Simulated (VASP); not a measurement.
# In3GaSb2N2 (P4mm) in VASP: single point with PBE

Aim: the single point of In3GaSb2N2 with PBE.

Program: VASP 6.6.1. These are calculated values, not measurements. Logs are shortened: lines on timing, memory, paths and dates and some standing lists are left out, and cuts for length are marked.

## Step 1: The cell of the first run

The structure is tetragonal, space group P4mm (No. 99). Conventional cell: a = 4.895 Å, b = 4.895 Å, c = 8.992 Å, α = 90.00°, β = 90.00°, γ = 90.00°. In (site symmetry 4mm) has 1 Ga at 2.64 Å and 1 Sb at 2.84 Å within 3.5 Å. In (site symmetry 2mm) has 1 N at 2.26 Å and 2 Ga at 2.69 Å within 3.0 Å. Ga (site symmetry 4mm) has 5 In at 2.64 to 2.69 Å within 3.5 Å. Within 3.2 Å of Sb (site symmetry 4mm) lie 4 N at 2.45 Å. Sb (site symmetry 4mm) has 4 N at 2.45 Å and 1 In at 2.84 Å within 3.2 Å. Within 3.0 Å of N (site symmetry 2mm) lie 1 In at 2.26 Å and 4 Sb at 2.45 Å.

## Step 2: Single point, PBE

INCAR reads:

```
PREC     = Accurate       # precision mode
ENCUT    = 520            # plane-wave cutoff, eV
EDIFF    = 1E-7           # SCF threshold, eV
ISMEAR   = 0              # smearing method
SIGMA    = 0.15           # smearing width, eV
LREAL    = False          # projectors in reciprocal space
LASPH    = True           # aspherical terms in the spheres
NELM     = 100            # most SCF steps
ALGO     = Normal         # electronic algorithm
ISIF     = 2              # what is computed and relaxed
LWAVE    = False          # write WAVECAR
LCHARG   = False          # write CHGCAR
GGA      = PE             # functional
NBANDS   = 46             # bands
```

KPOINTS reads:

```
regular mesh
0
Gamma
  3 3 2
```

POSCAR reads:

```
In3GaSb2N2
1.0
    4.8954891854      0.0000000000      0.0000000000
    0.0000000000      4.8954891854      0.0000000000
    0.0000000000      0.0000000000      8.9924698108
In Ga Sb N
3 1 2 2
Direct
    0.5000000000      0.5000000000      0.6261585061
    0.5000000000      0.0000000000      0.2074480770
    0.0000000000      0.5000000000      0.2074480770
    0.5000000000      0.5000000000      0.3326206481
    0.0000000000      0.0000000000     -0.0590276876
    0.5000000000      0.5000000000      0.9417108277
    0.5000000000      0.0000000000      0.9566332209
    0.0000000000      0.5000000000      0.9566332209
```

Potentials or basis: VASP PAW PBE potentials, release 64 (In_d, Ga_d, Sb, N).

Run with:

```bash
$ cat potpaw_PBE.64/In_d/POTCAR potpaw_PBE.64/Ga_d/POTCAR potpaw_PBE.64/Sb/POTCAR potpaw_PBE.64/N/POTCAR > POTCAR
$ mpirun -np 1 vasp_std > vasp.out
```

OUTCAR:

```text
PREC = Accurate
   ENCUT = 520
   EDIFF = 1E-7
   ISMEAR = 0
   LREAL = False
   LASPH = True
   NELM = 100
   ISIF = 2
   GGA = PE

 ion  position               nearest neighbor table
   1  0.500  0.500  0.626-   4 2.64   6 2.84
   2  0.500  0.000  0.207-   7 2.26   4 2.69   4 2.69   6 3.42   6 3.42   5 3.43   5 3.43   3 3.46
                             3 3.46   3 3.46   3 3.46
   3  0.000  0.500  0.207-   8 2.26   4 2.69   4 2.69   6 3.42   6 3.42   5 3.43   5 3.43   2 3.46
                             2 3.46   2 3.46   2 3.46
   4  0.500  0.500  0.333-   1 2.64   2 2.69   3 2.69   2 2.69   3 2.69
   5  0.000  0.000  0.941-   7 2.45   8 2.45   8 2.45   7 2.45   3 3.43   2 3.43   2 3.43   3 3.43
                             6 3.46   6 3.46   6 3.46   6 3.46
   6  0.500  0.500  0.942-   7 2.45   8 2.45   7 2.45   8 2.45   1 2.84   2 3.42   2 3.42   3 3.42
                             3 3.42   5 3.46   5 3.46   5 3.46   5 3.46
   7  0.500  0.000  0.957-   2 2.26   6 2.45   6 2.45   5 2.45   5 2.45
   8  0.000  0.500  0.957-   3 2.26   6 2.45   6 2.45   5 2.45   5 2.45

  LATTYP: Found a simple tetragonal cell.
 ALAT       =     4.8954891854
 C/A-ratio  =     1.8368889135

  Lattice vectors:

 A1 = (   4.8954891854,   0.0000000000,   0.0000000000)
 A2 = (   0.0000000000,   4.8954891854,   0.0000000000)
 A3 = (   0.0000000000,   0.0000000000,   8.9924698108)

Analysis of symmetry for initial positions (statically):
=====================================================================
 Subroutine PRICEL returns:
 Original cell was already a primitive cell.

 Routine SETGRP: Setting up the symmetry group for a
 simple tetragonal supercell.

 Subroutine GETGRP returns: Found  8 space group operations
 (whereof  8 operations were pure point group operations)
 out of a pool of 16 trial point group operations.

The static configuration has the point symmetry C_4v.

Analysis of symmetry for dynamics (positions and initial velocities):
=====================================================================
 Subroutine PRICEL returns:
 Original cell was already a primitive cell.

 Routine SETGRP: Setting up the symmetry group for a
 simple tetragonal supercell.

 Subroutine GETGRP returns: Found  8 space group operations
 (whereof  8 operations were pure point group operations)
 out of a pool of 16 trial point group operations.

The dynamic configuration has the point symmetry C_4v.

 Subroutine INISYM returns: Found  8 space group operations
 (whereof  8 operations are pure point group operations),
 and found     1 'primitive' translations

----------------------------------------------------------------------------------------

                                     Primitive cell

  volume of cell :     215.5119

  direct lattice vectors                    reciprocal lattice vectors
     4.895489185  0.000000000  0.000000000     0.204269678  0.000000000  0.000000000
     0.000000000  4.895489185  0.000000000     0.000000000  0.204269678  0.000000000
     0.000000000  0.000000000  8.992469811     0.000000000  0.000000000  0.111204154

  length of vectors
     4.895489185  4.895489185  8.992469811     0.204269678  0.204269678  0.111204154

  position of ions in fractional coordinates (direct lattice)
     0.500000000  0.500000000  0.626158506
     0.500000000  0.000000000  0.207448077
     0.000000000  0.500000000  0.207448077
     0.500000000  0.500000000  0.332620648
     0.000000000  0.000000000  0.940972312
     0.500000000  0.500000000  0.941710828
     0.500000000  0.000000000  0.956633221
     0.000000000  0.500000000  0.956633221

  ion indices of the primitive-cell ions
   primitive index   ion index
                 1           1
                 2           2
                 3           3
                 4           4
                 5           5
                 6           6
                 7           7
                 8           8

----------------------------------------------------------------------------------------

 KPOINTS: regular mesh

Automatic generation of k-mesh.
 Grid dimensions read from file:
 generate k-points for:    3    3    2

 Generating k-lattice:

  Cartesian coordinates                     Fractional coordinates (reciprocal lattice)
     0.068089893  0.000000000  0.000000000     0.333333333  0.000000000  0.000000000
     0.000000000  0.068089893  0.000000000     0.000000000  0.333333333  0.000000000
     0.000000000  0.000000000  0.055602077     0.000000000  0.000000000  0.500000000

  Length of vectors
     0.068089893  0.068089893  0.055602077

  Shift w.r.t. Gamma in fractional coordinates (k-lattice)
     0.000000000  0.000000000  0.000000000

 Subroutine IBZKPT returns following result:
 ===========================================

 Found      6 irreducible k-points:

 Following reciprocal coordinates:
            Coordinates               Weight
  0.000000  0.000000  0.000000      1.000000
  0.333333  0.000000  0.000000      4.000000
  0.333333  0.333333  0.000000      4.000000
  0.000000  0.000000  0.500000      1.000000
  0.333333  0.000000  0.500000      4.000000
  0.333333  0.333333  0.500000      4.000000
   k-points           NKPTS =      6   k-points in BZ     NKDIM =      6   number of bands    NBANDS=     46
   number of dos      NEDOS =    301   number of ions     NIONS =      8
   total plane-waves  NPLWV =  90720
   dimension x,y,z NGX =    36 NGY =   36 NGZ =   70
   dimension x,y,z NGXF=    72 NGYF=   72 NGZF=  140
   ions per type =               3   1   2   2
   NGX,Y,Z   is equivalent  to a cutoff of  12.23, 12.23, 12.94 a.u.
   NGXF,Y,Z  is equivalent  to a cutoff of  24.45, 24.45, 25.88 a.u.
 SYSTEM =  unknown system
   PREC   = accura    normal or accurate (medium, high low for compatibility)
   ISTART =      0    job   : 0-new  1-cont  2-samecut
   ICHARG =      2    charge: 1-file 2-atom 10-const
   ISPIN  =      1    spin polarized calculation?
   LNONCOLLINEAR =      F non collinear calculations
   LSORBIT =      F    spin-orbit coupling
   LASPH  =      T    aspherical Exc in radial PAW
   ENCUT  =  520.0 eV  38.22 Ry    6.18 a.u.   9.10  9.10 16.72*2*pi/ulx,y,z
   NELM   =    100;   NELMIN=  2; NELMDL= -5     # of ELM steps
   EDIFF  = 0.1E-06   stopping-criterion for ELM
   LREAL  =      F    real-space projection
   EDIFFG = 0.1E-05   stopping-criterion for IOM
   NSW    =      0    number of steps for IOM
   IBRION =     -1    ionic relax: 0-MD 1-quasi-New 2-CG
   NFREE  =      0    steps in history (QN), initial steepest desc. (CG)
   ISIF   =      2    stress and relaxation
   ISYM   =      2    0-nonsym 1-usesym 2-fastsym
   POTIM  = 0.5000    time-step for ionic-motion
   TEBEG  =    0.0;   TEEND  =   0.0 temperature during run
   PSTRESS=    0.0 pullay stress
   NELECT =      72.0000    total number of electrons
   NUPDOWN=      -1.0000    fix difference up-down
   EMIN   =  10.00;   EMAX   =-10.00  energy-range for DOS
   EFERMI =   0.00;   METHOD = LEGACY
   ISMEAR =     0;   SIGMA  =   0.15  broadening in eV -4-tet -1-fermi 0-gaus
   EFERMI_NEDOS =   21; number of points for ismear=-14 and -15
   IALGO  =     38    algorithm
   IMIX   =      4    mixing-type and parameters
     AMIX     =   0.40;   BMIX     =  1.00
     AMIX_MAG =   1.60;   BMIX_MAG =  1.00
  volume/ion in A,a.u.               =      26.94       181.79
  Fermi-wavevector in a.u.,A,eV,Ry     =   1.135957  2.146648 17.556938  1.290399
  Thomas-Fermi vector in A             =   2.272662
   LORBIT       =      0    0 simple, 1 ext, 2 COOP (PROOUT), +10 PAW based schemes
   GGA     = PE    functional components
   LHFCALC =     F    Hartree Fock is set to
   AEXX    =    0.0000 exact exchange contribution
   IVDW    =     0    specifies the selected vdW correction
   LEPSILON=     F    determine dielectric tensor
   LRPA    =     F    only Hartree local field effects (RPA)
 non-spin polarized calculation
 Gauss-broadening in eV      SIGMA  =   0.15
  energy-cutoff  :      520.00
  volume of cell :      215.51
 maximum number of plane-waves:      5818
   NGX = 19   NGY = 19   NGZ = 33

 number of electron      71.9999986 magnetization

 Free energy of the ion-electron system (eV)
  ---------------------------------------------------
  ext. energy  EPLUGINS =         0.00000000
  ---------------------------------------------------
  free energy    TOTEN  =       -31.08558581 eV

  energy without entropy =      -31.06802871  energy(sigma->0) =      -31.07680726

 E-fermi :   4.8096     XC(G=0):  -8.7718

 val. band max:        4.6419279242   @ k =   0.3333   0.0000   0.5000
 cond. band min:       4.8511279246   @ k =   0.0000   0.0000   0.5000
 fundamental gap:      0.2092000004
 Fermi energy:         4.8095731760

 k-point     1 :       0.0000    0.0000    0.0000
  band No.  band energies     occupation
      1     -10.7182      2.00000
      2     -10.5195      2.00000
      3     -10.5116      2.00000
      4     -10.4968      2.00000
      5     -10.3961      2.00000
      6     -10.3961      2.00000
[... 38 lines left out ...]
     45      10.1551      0.00000
     46      10.1552      0.00000

 k-point     2 :       0.3333    0.0000    0.0000
  band No.  band energies     occupation
      1     -10.5648      2.00000
      2     -10.5157      2.00000
      3     -10.5128      2.00000
      4     -10.4042      2.00000
      5     -10.3962      2.00000
      6     -10.3638      2.00000
[... 38 lines left out ...]
     45       9.1437      0.00000
     46       9.6240      0.00000

 k-point     3 :       0.3333    0.3333    0.0000
  band No.  band energies     occupation
      1     -10.5461      2.00000
      2     -10.5143      2.00000
      3     -10.5116      2.00000
      4     -10.4032      2.00000
      5     -10.4025      2.00000
      6     -10.2272      2.00000
[... 38 lines left out ...]
     45       8.9789      0.00000
     46       9.4206      0.00000

 k-point     4 :       0.0000    0.0000    0.5000
  band No.  band energies     occupation
      1     -10.7153      2.00000
      2     -10.5194      2.00000
      3     -10.5116      2.00000
      4     -10.4932      2.00000
      5     -10.3961      2.00000
      6     -10.3961      2.00000
[... 38 lines left out ...]
     45       9.8392      0.00000
     46       9.8749      0.00000

 k-point     5 :       0.3333    0.0000    0.5000
  band No.  band energies     occupation
      1     -10.5613      2.00000
      2     -10.5155      2.00000
      3     -10.5129      2.00000
      4     -10.4182      2.00000
      5     -10.3962      2.00000
      6     -10.3455      2.00000
[... 38 lines left out ...]
     45       9.1962      0.00000
     46       9.3424      0.00000

 k-point     6 :       0.3333    0.3333    0.5000
  band No.  band energies     occupation
      1     -10.5422      2.00000
      2     -10.5143      2.00000
      3     -10.5115      2.00000
      4     -10.4102      2.00000
      5     -10.4058      2.00000
      6     -10.2052      2.00000
[... 38 lines left out ...]
     45       8.9985      0.00000
     46       9.1985      0.00000

------------------------ aborting loop because EDIFF is reached ----------------------------------------

  FORCE on cell =-STRESS in cart. coord.  units (eV):
  Direction    XX          YY          ZZ          XY          YZ          ZX
  --------------------------------------------------------------------------------------
  -------------------------------------------------------------------------------------
  Total       -0.2828514     -0.2828514      0.9819051      0.0000000      0.0000000      0.0000000
  in kB       -2.1027992     -2.1027992      7.2997659      0.0000000      0.0000000      0.0000000
  external PRESSURE =       1.0313891 kB  Pullay stress =       0.0000000 kB

 VOLUME and BASIS-vectors are now :
 -----------------------------------------------------------------------------
  energy-cutoff  :      520.00
  volume of cell :      215.51
      direct lattice vectors                 reciprocal lattice vectors
     4.895489185  0.000000000  0.000000000     0.204269678  0.000000000  0.000000000
     0.000000000  4.895489185  0.000000000     0.000000000  0.204269678  0.000000000
     0.000000000  0.000000000  8.992469811     0.000000000  0.000000000  0.111204154

 POSITION                                       TOTAL-FORCE (eV/Angst)
 -----------------------------------------------------------------------------------
      2.44774      2.44774      5.63071         0.000000      0.000000     -0.023172
      2.44774      0.00000      1.86547         0.000000     -0.000000      0.031605
      0.00000      2.44774      1.86547         0.000000     -0.000000      0.031605
      2.44774      2.44774      2.99108         0.000000      0.000000      0.031426
      0.00000      0.00000      8.46167         0.000000     -0.000000     -0.001378
      2.44774      2.44774      8.46831         0.000000     -0.000000      0.019437
      2.44774      0.00000      8.60250         0.000000     -0.000000     -0.044761
      0.00000      2.44774      8.60250         0.000000     -0.000000     -0.044761
 -----------------------------------------------------------------------------------
    total drift:                                0.000000      0.000000     -0.001389

  FREE ENERGIE OF THE ION-ELECTRON SYSTEM (eV)
  ---------------------------------------------------
  free  energy   TOTEN  =       -31.0855858143 eV

  energy  without entropy=      -31.0680287150  energy(sigma->0) =      -31.07680726
```

Run time: 78 s. Hardware: 1 thread of Intel Xeon Platinum 8259CL at 2.50GHz (Skylake/Cascade Lake), shared host; peak memory 0.32 GiB.

What came out:

| Item | Value |
| --- | --- |
| Free energy | -31.0856 eV |
| Pressure | 0.1 GPa |
| Largest force | 0.045 eV/Å |
| Band gap on the k mesh | 0.21 eV, indirect (least direct gap 0.31 eV) |

Forces in eV/Å, atoms in the order of the input:
```
In   0.000  0.000 -0.023
In   0.000  0.000  0.032
In   0.000  0.000  0.032
Ga   0.000  0.000  0.031
Sb   0.000  0.000 -0.001
Sb   0.000  0.000  0.019
N    0.000  0.000 -0.045
N    0.000  0.000 -0.045
```

Levels at points of the mesh, in eV from the valence-band top:
```csv
k point,band 32,band 33,band 34,band 35,band 36,band 37,band 38,band 39,band 40,band 41
"(0.00, 0.00, 0.00)",-3.05,-1.48,-1.09,-1.09,-0.13,0.33,1.46,1.77,1.77,1.96
"(0.00, 0.00, 0.50)",-3.05,-1.16,-1.16,-0.88,-0.10,0.21,1.54,2.12,2.12,3.32
```

Caveat: the k points lie up to 0.43 Å⁻¹ apart; spin-orbit coupling is left out, which moves the levels of the heavy elements. A k mesh can miss the band edges.
